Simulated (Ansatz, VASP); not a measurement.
**One calculation of Mg, two programs**

INCAR

```
PREC = Accurate
ENCUT = 520
EDIFF = 1E-8
ISMEAR = -1
SIGMA = 0.03
LREAL = False
LASPH = True
NELM = 100
ALGO = Normal
ISIF = 2
LWAVE = False
LCHARG = False
GGA = PE
LEFG = True
NBANDS = 7
```

The input KPOINTS:

```
Automatic mesh
0
Gamma
  16 16 16
```

Contents of POSCAR:

```
Mg
1.0
    0.0000000000      2.2218134400      2.2442560000
    2.2218134400      0.0000000000      2.2442560000
    2.2218134400      2.2218134400      0.0000000000
Mg
1
Direct
    0.0000000000      0.0000000000      0.0000000000
```

Input for Ansatz:

```yaml
crystal:
  lattice:
    - [0.0, 2.22181344, 2.244256]
    - [2.22181344, 0.0, 2.244256]
    - [2.22181344, 2.22181344, 0.0]
  atoms:
    - { symbol: Mg, position: [0.0, 0.0, 0.0] }
kpoints:
  mp_grid: { grid: [16, 16, 16] }
scf:
  occupations: { method: fermi_dirac, width: 0.03 }
hamiltonian:
  xc: pbe
  pseudopotentials: { kind: all_electron, datasets: crystal }
output:
  forces: true
  stress: true
  eigenvalues: true
  efg: { contact_densities: true }
```

Change from the starting cell: equal xx and yy strain of -1 %, crystal datasets.

Alike in both runs: task electric field gradients; functional PBE; k mesh 16 × 16 × 16; occupations fermi-dirac, width 0.03 eV; no spin polarisation.

|  | VASP | Ansatz |
| --- | --- | --- |
| version | VASP 6.6.1 | Ansatz 0.2.0 |
| potentials or method | VASP PAW PBE potentials, release 64 (Mg), cutoff 520 eV | all-electron PAW with datasets made for the crystal, scalar-relativistic |

Ansatz gave:

```
pressure (GPa)                                                : 1.6
traceless stress, the component that is largest in VASP (GPa) : 0.14
size of Vzz on the site where it differs most (V/Å²)          : 0.7
```

**Question.** Which values does VASP return?

**Answer.** Pressure (GPa): 1.5; traceless stress, the component that is largest in VASP (GPa): 0.14; size of Vzz on the site where it differs most (V/Å²): 0.5.

Ansatz ran all-electron here, and VASP with PAW potentials.
